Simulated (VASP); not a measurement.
Here is a VASP 6.6.1 calculation.

File POSCAR:

```
Si7Ge
1.0
    5.3586090631      0.0000000000      0.0000000000
    0.0000000000      5.3586090631      0.0000000000
    0.0000000000      0.0000000000      5.5335840529
Si Ge
7 1
Direct
    0.2524307582      0.2524307582      0.2524307582
    0.0000000000      0.5000000000      0.5000000000
    0.5000000000      0.5000000000      0.0000000000
    0.5000000000      0.0000000000      0.5000000000
    0.7475692418      0.2524307582      0.7475692418
    0.7475692418      0.7475692418      0.2524307582
    0.2524307582      0.7475692418      0.7475692418
    0.0000000000      0.0000000000      0.0000000000
```

INCAR.step1

```
PREC = Accurate ; ENCUT = 520
ISMEAR = 0 ; SIGMA = 0.02
LREAL = False ; LASPH = True
NELM = 80 ; NBANDS = 31
GGA = PE ; ALGO = Normal
EDIFF = 1E-4 ; LWAVE = True
LCHARG = False
```

The input INCAR.step2:

```
PREC = Accurate ; ENCUT = 520
EDIFF = 1E-6 ; ISMEAR = 0
SIGMA = 0.02 ; LREAL = False
LASPH = True ; NELM = 80
ALGO = Normal ; ISIF = 2
LWAVE = False ; LCHARG = True
METAGGA = R2SCAN ; LMIXTAU = True
LELF = True ; LVHAR = True
NBANDS = 31 ; ISTART = 1
```

The input KPOINTS:

```
regular mesh
0
Gamma
  8 8 8
```

Potentials or basis: VASP PAW PBE potentials, release 64 (Si, Ge_d).

Launch:

```console
$ cat potpaw_PBE.64/Si/POTCAR potpaw_PBE.64/Ge_d/POTCAR > POTCAR
$ cp INCAR.step1 INCAR
$ mpirun -np 1 vasp_std > vasp.out
$ cp INCAR.step2 INCAR
$ mpirun -np 1 vasp_std > vasp.out
```

(1) What does it give for the band gap on the k mesh?

(2) Estimate the pressure.

(3) Estimate the largest force.

Answers

(1) 0.43 eV.

(2) 2.6 GPa.

(3) 0.022 eV/Å.

Caveat: the cell differs from its parent crystal (biaxial strain in the a-b plane: -2.0 %); the PAW data sets were made with another functional, which shifts forces and pressure a little.
